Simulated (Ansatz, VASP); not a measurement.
PbS in VASP and in Ansatz

The input INCAR:

```
ALGO = Normal
EDIFF = 1E-6
ENCUT = 520
GGA = PE
ISIF = 2
ISMEAR = -1
LASPH = True
LCHARG = False
LREAL = False
LWAVE = False
NBANDS = 17
NELM = 60
PREC = Accurate
SIGMA = 0.02
```

Contents of KPOINTS:

```
k-points
0
Gamma
  6 6 6
```

File POSCAR:

```
PbS
1.0
    3.7235624399      0.0000000000      0.0000000000
    0.0000000000      3.7235624399      0.0000000000
    0.0000000000      0.0000000000      3.7235624399
Pb S
1 1
Direct
    0.0000000000      0.0000000000      0.0000000000
    0.5000000000      0.5000000000      0.5000000000
```

Input for Ansatz:

```yaml
crystal:
  lattice:
    - [3.7235624399, 0.0, 0.0]
    - [0.0, 3.7235624399, 0.0]
    - [0.0, 0.0, 3.7235624399]
  atoms:
    - { symbol: Pb, position: [0.0, 0.0, 0.0] }
    - { symbol: S, position: [0.5, 0.5, 0.5] }
kpoints:
  mp_grid: { grid: [6, 6, 6] }
hamiltonian:
  xc: pbe
scf:
  occupations: { method: fermi_dirac, width: 0.02 }
  n_extra_bands: 4
output:
  forces: true
  stress: true
  eigenvalues: true
```

Alike in both runs: task single point; functional PBE; k mesh 6 × 6 × 6; occupations fermi-dirac, width 0.02 eV; no spin polarisation.

|  | VASP | Ansatz |
| --- | --- | --- |
| version | VASP 6.6.1 | Ansatz 0.2.0 |
| potentials or method | VASP PAW PBE potentials, release 64 (Pb_d, S) | plane waves, PAW |
| plane-wave cutoff (eV) | 520 | 420 |
| valence electrons in the cell | 20 | 20 |

```csv
,VASP,Ansatz,Ansatz less VASP
pressure (GPa),-2.9,-2.9,+0.07
```

With one functional, cell and mesh, what is left measures potentials, basis and numerics.

Neither program's run includes spin-orbit coupling.
